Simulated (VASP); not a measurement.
# Ta2N (P-31m) in VASP: further runs, part 2 of 2

VASP 6.6.1. The steps go on from the part before.

## (4) Relaxation of cell and atoms, LDA

This run uses another cell than the first one, of 13.33 Å³/atom.

INCAR reads:

```
SYSTEM = Ta2N
PREC     = Accurate       ! precision mode
ENCUT    = 600            ! plane-wave cutoff, eV
EDIFF    = 1E-6           ! SCF threshold, eV
ISMEAR   = 0              ! smearing method
SIGMA    = 0.1            ! smearing width, eV
LREAL    = .FALSE.        ! projectors in reciprocal space
LASPH    = .TRUE.         ! aspherical terms in the spheres
NELM     = 60             ! most SCF steps
ALGO     = Normal         ! electronic algorithm
ISIF     = 3              ! what is computed and relaxed
LWAVE    = .FALSE.        ! write WAVECAR
LCHARG   = .FALSE.        ! write CHGCAR
IBRION   = 2              ! ionic algorithm
NSW      = 100            ! ionic steps
EDIFFG   = -0.05          ! ionic threshold
```

KPOINTS reads:

```
Automatic mesh
0
G
  6 6 4
  0 0 0
```

POSCAR reads:

```
Ta2N
1.0
    5.2965720514      0.0000000000      0.0000000000
   -2.6482860257      4.5869659495      0.0000000000
    0.0000000000      0.0000000000      4.9391825701
Ta N
6 3
Direct
    0.6663616700      0.6663616700      0.7536182600
    0.0000000000      0.3336383300      0.7536182600
    0.3336383300      0.0000000000      0.7536182600
    0.3336383300      0.3336383300      0.2463817400
    0.0000000000      0.6663616700      0.2463817400
    0.6663616700      0.0000000000      0.2463817400
    0.6666666700      0.3333333300      0.5000000000
    0.3333333300      0.6666666700      0.5000000000
    0.0000000000      0.0000000000      0.0000000000
```

Potentials or basis: VASP PAW LDA potentials, release 64 (Ta_pv, N).

Started as:

```
$ cat potpaw_LDA.64/Ta_pv/POTCAR potpaw_LDA.64/N/POTCAR > POTCAR
$ mpirun -np 1 vasp_std > vasp.out
```

OUTCAR:

```text
SYSTEM = Ta2N
   PREC = Accurate
   ENCUT = 600
   EDIFF = 1E-6
   ISMEAR = 0
   LREAL = .FALSE.
   LASPH = .TRUE.
   NELM = 60
   ISIF = 3
   IBRION = 2
   NSW = 100
   EDIFFG = -0.05

 ion  position               nearest neighbor table
   1  0.666  0.666  0.754-   9 2.15   8 2.16   7 2.16   4 3.00   5 3.01   6 3.01   2 3.06   2 3.06
                             3 3.06   3 3.06   3 3.06   2 3.06   4 3.06   5 3.07   6 3.07
   2  0.000  0.334  0.754-   9 2.15   7 2.16   8 2.16   5 3.00   4 3.01   6 3.01   1 3.06   1 3.06
                             3 3.06   3 3.06   3 3.06   1 3.06   5 3.06   4 3.07   6 3.07
   3  0.334  0.000  0.754-   9 2.15   8 2.16   7 2.16   6 3.00   4 3.01   5 3.01   2 3.06   1 3.06
                             1 3.06   2 3.06   2 3.06   1 3.06   6 3.06   5 3.07   4 3.07
   4  0.334  0.334  0.246-   9 2.15   7 2.16   8 2.16   1 3.00   2 3.01   3 3.01   5 3.06   5 3.06
                             6 3.06   6 3.06   6 3.06   5 3.06   1 3.06   2 3.07   3 3.07
   5  0.000  0.666  0.246-   9 2.15   8 2.16   7 2.16   2 3.00   1 3.01   3 3.01   4 3.06   4 3.06
                             6 3.06   6 3.06   6 3.06   4 3.06   2 3.06   1 3.07   3 3.07
   6  0.666  0.000  0.246-   9 2.15   7 2.16   8 2.16   3 3.00   1 3.01   2 3.01   4 3.06   5 3.06
                             4 3.06   5 3.06   5 3.06   4 3.06   3 3.06   2 3.07   1 3.07
   7  0.667  0.333  0.500-   2 2.16   6 2.16   5 2.16   3 2.16   4 2.16   1 2.16
   8  0.333  0.667  0.500-   5 2.16   3 2.16   2 2.16   6 2.16   1 2.16   4 2.16
   9  0.000  0.000  0.000-   3 2.15   6 2.15   1 2.15   4 2.15   5 2.15   2 2.15

  LATTYP: Found a hexagonal cell.
 ALAT       =     5.2965720514
 C/A-ratio  =     0.9325243803

  Lattice vectors:

 A1 = (   5.2965720514,   0.0000000000,   0.0000000000)
 A2 = (  -2.6482860257,   4.5869659495,   0.0000000000)
 A3 = (   0.0000000000,   0.0000000000,   4.9391825701)

Analysis of symmetry for initial positions (statically):
=====================================================================
 Subroutine PRICEL returns:
 Original cell was already a primitive cell.

 Routine SETGRP: Setting up the symmetry group for a
 hexagonal supercell.

 Subroutine GETGRP returns: Found 12 space group operations
 (whereof 12 operations were pure point group operations)
 out of a pool of 24 trial point group operations.

The static configuration has the point symmetry D_3d.
[... 140 lines left out ...]
   EFERMI =   0.00;   METHOD = LEGACY
   ISMEAR =     0;   SIGMA  =   0.10  broadening in eV -4-tet -1-fermi 0-gaus
   EFERMI_NEDOS =   21; number of points for ismear=-14 and -15
   IALGO  =     38    algorithm
   IMIX   =      4    mixing-type and parameters
     AMIX     =   0.40;   BMIX     =  1.00
     AMIX_MAG =   1.60;   BMIX_MAG =  1.00
  volume/ion in A,a.u.               =      13.33        89.98
  Fermi-wavevector in a.u.,A,eV,Ry     =   1.436078  2.713794 28.059565  2.062320
  Thomas-Fermi vector in A             =   2.555306
   LORBIT       =      0    0 simple, 1 ext, 2 COOP (PROOUT), +10 PAW based schemes
   GGA     = CA    functional components
   LHFCALC =     F    Hartree Fock is set to
   AEXX    =    0.0000 exact exchange contribution
   IVDW    =     0    specifies the selected vdW correction
   LEPSILON=     F    determine dielectric tensor
   LRPA    =     F    only Hartree local field effects (RPA)
 conjugate gradient relaxation of ions
 non-spin polarized calculation
 Gauss-broadening in eV      SIGMA  =   0.10
  energy-cutoff  :      600.00
  volume of cell :      120.00
 maximum number of plane-waves:      4039
   NGX = 21   NGY = 21   NGZ = 19

--------------------------------------- Ionic step        1  -------------------------------------------

 number of electron      81.0000000 magnetization

 Free energy of the ion-electron system (eV)
  ---------------------------------------------------
  ext. energy  EPLUGINS =         0.00000000
  ---------------------------------------------------
  free energy    TOTEN  =      -114.01505007 eV

  energy without entropy =     -114.00324952  energy(sigma->0) =     -114.00914980

------------------------ aborting loop because EDIFF is reached ----------------------------------------

  FORCE on cell =-STRESS in cart. coord.  units (eV):
  Direction    XX          YY          ZZ          XY          YZ          ZX
  --------------------------------------------------------------------------------------
  -------------------------------------------------------------------------------------
  Total       -7.1800123     -7.1800123     -7.4614260      0.0000000      0.0000000     -0.0000000
  in kB      -95.8650470    -95.8650470    -99.6223864      0.0000000      0.0000000     -0.0000000
  external PRESSURE =     -97.1174934 kB  Pullay stress =       0.0000000 kB
[... 202 lines left out ...]
--------------------------------------- Ionic step        6  -------------------------------------------

 number of electron      80.9999991 magnetization

 Free energy of the ion-electron system (eV)
  ---------------------------------------------------
  ext. energy  EPLUGINS =         0.00000000
  ---------------------------------------------------
  free energy    TOTEN  =      -114.13629286 eV

  energy without entropy =     -114.12423462  energy(sigma->0) =     -114.13026374

 E-fermi :   7.6302     XC(G=0): -13.3263

 val. band max:        7.6222318689   @ k =   0.1667   0.1667   0.0000
 cond. band min:       7.6387098432   @ k =   0.5000   0.0000   0.5000
 fundamental gap:      0.0164779743
 Fermi energy:         7.6302196902

 k-point     1 :       0.0000    0.0000    0.0000
  band No.  band energies     occupation
      1     -27.9164      2.00000
      2     -27.4819      2.00000
      3     -27.2940      2.00000
      4     -27.2940      2.00000
      5     -27.2752      2.00000
      6     -27.2752      2.00000
[... 1249 lines left out ...]
  FREE ENERGIE OF THE ION-ELECTRON SYSTEM (eV)
  ---------------------------------------------------
  free  energy   TOTEN  =      -114.1362928610 eV

  energy  without entropy=     -114.1242346180  energy(sigma->0) =     -114.13026374

 reached required accuracy - stopping structural energy minimisation
```

CONTCAR:

```text
Ta2N
   1.00000000000000
     5.2398210438396617   -0.0000000000000000   -0.0000000000000000
    -2.6199105219198309    4.5378181352619675    0.0000000000000000
    -0.0000000000000000    0.0000000000000000    4.8828101746492303
  Ta              N
     6     3
Direct
     0.6667256337717936    0.6667256337717936    0.7529007812566508
     0.0000000000000000    0.3332743662282066    0.7529007812566508
     0.3332743662282065    1.0000000000000000    0.7529007812566508
     0.3332743662282065    0.3332743662282066    0.2470992187433491
     0.0000000000000000    0.6667256337717936    0.2470992187433491
     0.6667256337717936    1.0000000000000000    0.2470992187433491
     0.6666666699999979    0.3333333300000021    0.5000000000000000
     0.3333333300000021    0.6666666699999979    0.5000000000000000
     1.0000000000000000    1.0000000000000000    1.0000000000000000

  0.00000000E+00  0.00000000E+00  0.00000000E+00
  0.00000000E+00  0.00000000E+00  0.00000000E+00
  0.00000000E+00  0.00000000E+00  0.00000000E+00
  0.00000000E+00  0.00000000E+00  0.00000000E+00
  0.00000000E+00  0.00000000E+00  0.00000000E+00
  0.00000000E+00  0.00000000E+00  0.00000000E+00
  0.00000000E+00  0.00000000E+00  0.00000000E+00
  0.00000000E+00  0.00000000E+00  0.00000000E+00
  0.00000000E+00  0.00000000E+00  0.00000000E+00
```

Run time: 8.7 min. Hardware: 1 thread of Intel Xeon Platinum 8259CL at 2.50GHz (Skylake/Cascade Lake), shared host; peak memory 0.3 GiB.

Results:

```
Free energy                           : -114.1363 eV
Relaxed volume                        : 12.90 Å³/atom
Relaxed cell                          : a = 5.240 Å, b = 5.240 Å, c = 4.883 Å, α = 90.00°, β = 90.00°, γ = 120.00°
Space group after relaxing (to 0.1 Å) : P-31m (No. 162)
Energy gained by relaxing             : 13.5 meV/atom
Ionic steps                           : 6
Pressure after relaxing               : 0.2 GPa
Largest force after relaxing          : 0.013 eV/Å
Band gap on the k mesh                : zero (an odd number of electrons rules out a gap without spin polarisation)
```

Forces in eV/Å, atoms in the order of the input:
```
Ta   0.006  0.011  0.003
Ta   0.006 -0.011  0.003
Ta  -0.013  0.000  0.003
Ta  -0.006 -0.011 -0.003
Ta  -0.006  0.011 -0.003
Ta   0.013  0.000 -0.003
N    0.000  0.000  0.000
N    0.000  0.000  0.000
N    0.000  0.000  0.000
```

The path:
| step | energy change (eV) | largest force (eV/Å) | pressure (GPa) | volume (Å³) |
| --- | --- | --- | --- | --- |
| 1 | 0.0000 | 0.1435 | -9.71 | 120.00 |
| 2 | 0.8177 | 0.3247 | 33.49 | 106.50 |
| 3 | -0.1207 | 0.0591 | -0.33 | 116.28 |
| 4 | -0.1208 | 0.0563 | -0.04 | 116.16 |
| 5 | -0.1208 | 0.0545 | 0.18 | 116.09 |
| 6 | -0.1212 | 0.0133 | 0.18 | 116.10 |

Final structure:
```
CELL_PARAMETERS angstrom
5.23982 0.00000 0.00000
-2.61991 4.53782 0.00000
0.00000 0.00000 4.88281
ATOMIC_POSITIONS crystal
Ta 0.66673 0.66673 0.75290
Ta 0.00000 0.33327 0.75290
Ta 0.33327 0.00000 0.75290
Ta 0.33327 0.33327 0.24710
Ta 0.00000 0.66673 0.24710
Ta 0.66673 0.00000 0.24710
N 0.66667 0.33333 0.50000
N 0.33333 0.66667 0.50000
N 0.00000 0.00000 0.00000
```

Caveat: spin-orbit coupling is left out, which moves the levels of the heavy elements.

## (5) The runs side by side

| task | cell | cutoff (eV) | gap on the mesh (eV) | pressure (GPa) | largest force (eV/Å) |
| --- | --- | --- | --- | --- | --- |
| single point | a = 5.233, b = 5.233, c = 4.877 Å, angles 90.0, 90.0, 120.0°, 9 atoms, atomic positions A | 520 | none | 1.5 | 0.03 |
| single point | a = 5.297, b = 5.297, c = 4.939 Å, angles 90.0, 90.0, 120.0°, 9 atoms, atomic positions B | 520 | none | -9.7 | 0.14 |
| relaxation of cell and atoms | relaxed from a = 5.297, b = 5.297, c = 4.939 Å, angles 90.0, 90.0, 120.0°, 9 atoms, atomic positions B | 600 | none | 0.2 | 0.01 |

Alike in all rows: level LDA; potentials or basis VASP PAW LDA potentials, release 64 (Ta_pv, N); no spin polarisation; k mesh 6 × 6 × 4; smearing gaussian 0.1 eV.

Caveats: spin-orbit coupling is left out, which moves the levels of the heavy elements; the cell stands under tension (at least some runs).

Total energies depend on the potentials used, so only differences within one code and one set of settings carry meaning.

The gap in the log of VASP goes by the Fermi energy; the results here count the filled bands.